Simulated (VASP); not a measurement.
# In: single point with LDA

Crystal: In.

```
In
1.0
     3.29041    0.00000    0.00000
    -1.64520    2.84957    0.00000
     0.00000    0.00000    5.43469
In
2
Cartesian
  1.6452 0.9499 4.0760
  0.0000 1.8997 1.3587
```

```
Program                : VASP 6.6.1
Task                   : single point
Functional             : LDA
Potentials or basis    : VASP PAW LDA potentials, release 64 (In_d)
Cutoff                 : 520 eV
k mesh                 : 9 × 9 × 5
Occupations            : fermi-dirac, width 0.05 eV
Spin                   : no spin polarisation
Dipole correction      : no
Further INCAR settings : ALGO = Fast; EDIFF = 1e-06; NBANDS = 20
```

```
Pressure               : -1.4 GPa
Band gap on the k mesh : zero (band 13 reaches 9.73 eV, above the bottom of band 14 at 5.58 eV)
```

Stress tensor (GPa, compression positive):
```
-1.28  0.00  0.00
 0.00 -1.28  0.00
 0.00  0.00 -1.73
```

Levels at points of the mesh, in eV from the Fermi level:
```
           k point  band 9  band 10  band 11  band 12  band 13  band 14  band 15  band 16  band 17  band 18
(0.00, 0.00, 0.00)  -14.29   -14.29    -9.80    -4.57    -3.56     8.52     8.52    10.41    10.41    10.48
```

It took 20 s on 1 thread of Intel(R) Xeon(R) Platinum 8488C (Sapphire Rapids), with other jobs on the host, peak memory 0.15 GiB.

Caveat: spin-orbit coupling is left out, which moves the levels of the heavy elements.
